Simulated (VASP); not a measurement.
# Fe (Fmmm) in VASP: further runs, part 2 of 2

VASP 6.6.1. Earlier steps stand in the parts before.

### 4 Single point, LDA, collinear spin, ferromagnetic start

This run uses another cell than the first one, of 11.21 Å³/atom, 1.043 times its volume.

INCAR reads:

```
SYSTEM = Fe
  PREC = Accurate
  ENCUT = 520
  EDIFF = 1E-6
  ISMEAR = -1
  SIGMA = 0.05
  LREAL = .False.
  LASPH = .True.
  NELM = 150
  ALGO = Fast
  ISIF = 2
  LWAVE = .False.
  LCHARG = .True.
  ISPIN = 2
  MAGMOM = 3
  LORBIT = 11
  LMAXMIX = 4
  LELF = .True.
  LVHAR = .True.
  NBANDS = 14
```

KPOINTS reads:

```
regular mesh
0
Gamma
  13 13 13
  0 0 0
```

POSCAR reads:

```
Fe
1.0
    0.0000000000      1.9287074879      1.9519161397
    1.4883827645      0.0000000000      1.9519161397
    1.4883827645      1.9287074879      0.0000000000
Fe
1
Direct
    0.0000000000      0.0000000000      0.0000000000
```

Potentials or basis: VASP PAW LDA potentials, release 64 (Fe).

Started as:

```console
> cat potpaw_LDA.64/Fe/POTCAR > POTCAR
> mpirun -np 1 vasp_std > vasp.out
```

OUTCAR:

```text
SYSTEM = Fe
   PREC = Accurate
   ENCUT = 520
   EDIFF = 1E-6
   ISMEAR = -1
   LREAL = .False.
   LASPH = .True.
   NELM = 150
   ISIF = 2
   ISPIN = 2
   LORBIT = 11

 ion  position               nearest neighbor table
   1  0.000  0.000  0.000-

  LATTYP: Found a face centered orthorhombic cell.
 ALAT       =     2.9767655290
 B/A-ratio  =     1.2958410524
 C/A-ratio  =     1.3114342535

  Lattice vectors:

 A1 = (   0.0000000000,   1.9287074879,   1.9519161397)
 A2 = (   1.4883827645,   0.0000000000,   1.9519161397)
 A3 = (   1.4883827645,   1.9287074879,   0.0000000000)

Analysis of symmetry for initial positions (statically):
=====================================================================
 Subroutine PRICEL returns:
 Original cell was already a primitive cell.

 Routine SETGRP: Setting up the symmetry group for a
 face centered orthorhombic supercell.

 Subroutine GETGRP returns: Found  8 space group operations
 (whereof  8 operations were pure point group operations)
 out of a pool of  8 trial point group operations.

The static configuration has the point symmetry D_2h.

Analysis of symmetry for dynamics (positions and initial velocities):
=====================================================================
 Subroutine PRICEL returns:
 Original cell was already a primitive cell.

 Routine SETGRP: Setting up the symmetry group for a
 face centered orthorhombic supercell.

 Subroutine GETGRP returns: Found  8 space group operations
 (whereof  8 operations were pure point group operations)
 out of a pool of  8 trial point group operations.

The dynamic configuration has the point symmetry D_2h.

Analysis of structural, dynamic, and magnetic symmetry:
=====================================================================
 Subroutine PRICEL returns:
 Original cell was already a primitive cell.

 Routine SETGRP: Setting up the symmetry group for a
 face centered orthorhombic supercell.

 Subroutine GETGRP returns: Found  8 space group operations
 (whereof  8 operations were pure point group operations)
 out of a pool of  8 trial point group operations.

The overall configuration has the point symmetry D_2h.

 Subroutine INISYM returns: Found  8 space group operations
 (whereof  8 operations are pure point group operations),
 and found     1 'primitive' translations

----------------------------------------------------------------------------------------

                                     Primitive cell

  volume of cell :      11.2066

  direct lattice vectors                    reciprocal lattice vectors
     0.000000000  1.928707488  1.951916140    -0.335935091  0.259240970  0.256158546
     1.488382765  0.000000000  1.951916140     0.335935091 -0.259240970  0.256158546
     1.488382765  1.928707488  0.000000000     0.335935091  0.259240970 -0.256158546

  length of vectors
     2.744064356  2.454640477  2.436225734     0.495656602  0.495656602  0.495656602

  position of ions in fractional coordinates (direct lattice)
     0.000000000  0.000000000  0.000000000

  ion indices of the primitive-cell ions
   primitive index   ion index
                 1           1

----------------------------------------------------------------------------------------

 KPOINTS: regular mesh

Automatic generation of k-mesh.
 Grid dimensions read from file:
 generate k-points for:   13   13   13

[... 67 lines left out ...]
   IBRION =     -1    ionic relax: 0-MD 1-quasi-New 2-CG
   NFREE  =      0    steps in history (QN), initial steepest desc. (CG)
   ISIF   =      2    stress and relaxation
   ISYM   =      2    0-nonsym 1-usesym 2-fastsym
   POTIM  = 0.5000    time-step for ionic-motion
   TEBEG  =    0.0;   TEEND  =   0.0 temperature during run
   PSTRESS=    0.0 pullay stress
   NELECT =       8.0000    total number of electrons
   NUPDOWN=      -1.0000    fix difference up-down
   EMIN   =  10.00;   EMAX   =-10.00  energy-range for DOS
   EFERMI =   0.00;   METHOD = LEGACY
   ISMEAR =    -1;   SIGMA  =   0.05  broadening in eV -4-tet -1-fermi 0-gaus
   EFERMI_NEDOS =   21; number of points for ismear=-14 and -15
   IALGO  =     68    algorithm
   IMIX   =      4    mixing-type and parameters
     AMIX     =   0.40;   BMIX     =  1.00
     AMIX_MAG =   1.60;   BMIX_MAG =  1.00
  volume/ion in A,a.u.               =      11.21        75.63
  Fermi-wavevector in a.u.,A,eV,Ry     =   1.463123  2.764901 29.126377  2.140728
  Thomas-Fermi vector in A             =   2.579255
   LORBIT       =     11    0 simple, 1 ext, 2 COOP (PROOUT), +10 PAW based schemes
   GGA     = CA    functional components
   LHFCALC =     F    Hartree Fock is set to
   AEXX    =    0.0000 exact exchange contribution
   IVDW    =     0    specifies the selected vdW correction
   LEPSILON=     F    determine dielectric tensor
   LRPA    =     F    only Hartree local field effects (RPA)
 spin polarized calculation
 RMM-DIIS sequential band-by-band and
  energy-cutoff  :      520.00
  volume of cell :       11.21
 maximum number of plane-waves:       317
   NGX = 11   NGY =  9   NGZ =  9

 number of electron       8.0000002 magnetization       2.0711502

 Free energy of the ion-electron system (eV)
  ---------------------------------------------------
  ext. energy  EPLUGINS =         0.00000000
  ---------------------------------------------------
  free energy    TOTEN  =        -9.16383065 eV

  energy without entropy =       -9.15475942  energy(sigma->0) =       -9.15929503

 E-fermi :   5.8771     XC(G=0): -13.4940

 val. band max:        5.8655287985   @ k =  -0.0769   0.0000   0.0769
 cond. band min:       5.8776875303   @ k =  -0.3846   0.2308   0.1538
 fundamental gap:      0.0121587318
 Fermi energy:         5.8771084284

 spin component 1

 k-point     1 :       0.0000    0.0000    0.0000
  band No.  band energies     occupation
      1      -2.7745      1.00000
      2       3.3661      1.00000
      3       3.4725      1.00000
      4       3.8536      1.00000
      5       4.6591      1.00000
      6       5.0806      1.00000
      7      29.7328      0.00000
      8      31.2450      0.00000
      9      31.5126      0.00000
     10      35.5996      0.00000
     11      36.6508      0.00000
     12      37.0088      0.00000
     13      37.4147      0.00000
     14      37.4976      0.00000
[... 379 lines left out ...]
      3       3.4562      1.00000
      4       4.6414      1.00000
      5       5.4250      0.99988
      6       7.2223      0.00000
      7      15.7328      0.00000
      8      21.5552      0.00000
      9      26.2305      0.00000
     10      31.8758      0.00000
     11      35.2094      0.00000
     12      38.6943      0.00000
     13      45.0078      0.00000
     14      46.6943      0.00000

 [... further k-points ...]

 spin component 2

 k-point     1 :       0.0000    0.0000    0.0000
  band No.  band energies     occupation
      1      -2.4042      1.00000
      2       5.0113      1.00000
      3       5.1459      1.00000
      4       5.6214      0.99403
      5       6.7690      0.00000
      6       7.3349      0.00000
      7      29.8809      0.00000
      8      31.4167      0.00000
      9      31.7039      0.00000
     10      36.1609      0.00000
     11      37.0092      0.00000
     12      37.8256      0.00000
     13      38.2053      0.00000
     14      38.2941      0.00000
[... 379 lines left out ...]
      3       4.6761      1.00000
      4       6.6593      0.00000
      5       7.5740      0.00000
      6       8.8094      0.00000
      7      16.7155      0.00000
      8      22.2285      0.00000
      9      26.8147      0.00000
     10      32.3401      0.00000
     11      35.7713      0.00000
     12      39.3119      0.00000
     13      45.4017      0.00000
     14      47.3533      0.00000

 [... further k-points ...]
[... 5 lines left out ...]
  --------------------------------------------------------------------------------------
  -------------------------------------------------------------------------------------
  Total       -1.5831553     -0.8665292     -0.9839011      0.0000000      0.0000000      0.0000000
  in kB     -226.3403294   -123.8858305   -140.6662336      0.0000000      0.0000000      0.0000000
  external PRESSURE =    -163.6307979 kB  Pullay stress =       0.0000000 kB

 VOLUME and BASIS-vectors are now :
 -----------------------------------------------------------------------------
  energy-cutoff  :      520.00
  volume of cell :       11.21
      direct lattice vectors                 reciprocal lattice vectors
     0.000000000  1.928707488  1.951916140    -0.335935091  0.259240970  0.256158546
     1.488382765  0.000000000  1.951916140     0.335935091 -0.259240970  0.256158546
     1.488382765  1.928707488  0.000000000     0.335935091  0.259240970 -0.256158546

 POSITION                                       TOTAL-FORCE (eV/Angst)
 -----------------------------------------------------------------------------------
      0.00000      0.00000      0.00000         0.000000      0.000000      0.000000
 -----------------------------------------------------------------------------------
    total drift:                                0.000000      0.000000     -0.000000

  FREE ENERGIE OF THE ION-ELECTRON SYSTEM (eV)
  ---------------------------------------------------
  free  energy   TOTEN  =        -9.1638306515 eV

  energy  without entropy=       -9.1547594183  energy(sigma->0) =       -9.15929503

 total charge

# of ion       s       p       d       tot
------------------------------------------
    1        0.494   0.546   6.268   7.308

 magnetization (x)

# of ion       s       p       d       tot
------------------------------------------
    1       -0.011  -0.033   2.089   2.045
```

stdout:

```text
POSCAR found type information on POSCAR Fe
 POSCAR found :  1 types and       1 ions
 scaLAPACK will be used
 LDA part: xc-table for (Slater(with rela. corr.)+CA(PZ))
 , standard interpolation
 POSCAR, INCAR and KPOINTS ok, starting setup
 FFT: planning ... GRIDC
 FFT: planning ... GRID_SOFT
 FFT: planning ... GRID
 WAVECAR not read
 entering main loop
WARNING in EDDRMM: call to ZHEGV failed, returncode =   6  3     14
WARNING in EDDRMM: call to ZHEGV failed, returncode =   6  3     13
WARNING in EDDRMM: call to ZHEGV failed, returncode =   6  3     13
WARNING in EDDRMM: call to ZHEGV failed, returncode =   8  4     12
WARNING in EDDRMM: call to ZHEGV failed, returncode =   6  3     13
WARNING in EDDRMM: call to ZHEGV failed, returncode =   6  3     11
WARNING in EDDRMM: call to ZHEGV failed, returncode =   6  3     12
WARNING in EDDRMM: call to ZHEGV failed, returncode =   6  3     11
WARNING in EDDRMM: call to ZHEGV failed, returncode =   6  3     12
```

Wall time 44 s (1 thread of Intel Xeon 6975P-C (Granite Rapids), shared host); peak memory 0.18 GiB.

Results:

```yaml
Free_energy: -9.1638 eV
Pressure: -16.4 GPa
Net_moment: 2.07 μB per cell
Site_moments: Fe +2.04 μB
Valence_electrons_inside_the_program's_atomic_spheres: Fe 7.31
```

Levels at points of the mesh, in eV from the Fermi level:
Spin up:
```
           k point  band 3  band 4  band 5  band 6  band 7  band 8
(0.00, 0.00, 0.00)   -2.40   -2.02   -1.22   -0.80   23.86   25.37
```
Spin down:
```csv
k point,band 1,band 2,band 3,band 4,band 5,band 6,band 7
"(0.00, 0.00, 0.00)",-8.28,-0.87,-0.73,-0.26,0.89,1.46,24.00
```

### 5 Summary

```tsv
level	potentials or basis	cell	gap on the mesh (eV)	pressure (GPa)	moment (μB)
PBEsol	VASP PAW PBE potentials, release 64 (Fe)	a = 2.706, b = 2.421, c = 2.403 Å, angles 68.3, 56.2, 55.6°, 1 atom	none	1.5	2.08
LDA	VASP PAW LDA potentials, release 64 (Fe)	a = 2.725, b = 2.438, c = 2.420 Å, angles 68.3, 56.2, 55.6°, 1 atom	none	-12.6	2.04
LDA	VASP PAW LDA potentials, release 64 (Fe)	a = 2.744, b = 2.455, c = 2.436 Å, angles 68.3, 56.2, 55.6°, 1 atom	none	-16.4	2.07
```

Alike in all rows: task single point; spin collinear, ferromagnetic start; k mesh 13 × 13 × 13; cutoff (eV) 520; smearing fermi-dirac 0.05 eV.

Caveats: the PAW data sets were made with another functional, which shifts forces and pressure a little (some runs).

Absolute energies hang on the potentials; compare differences alone.
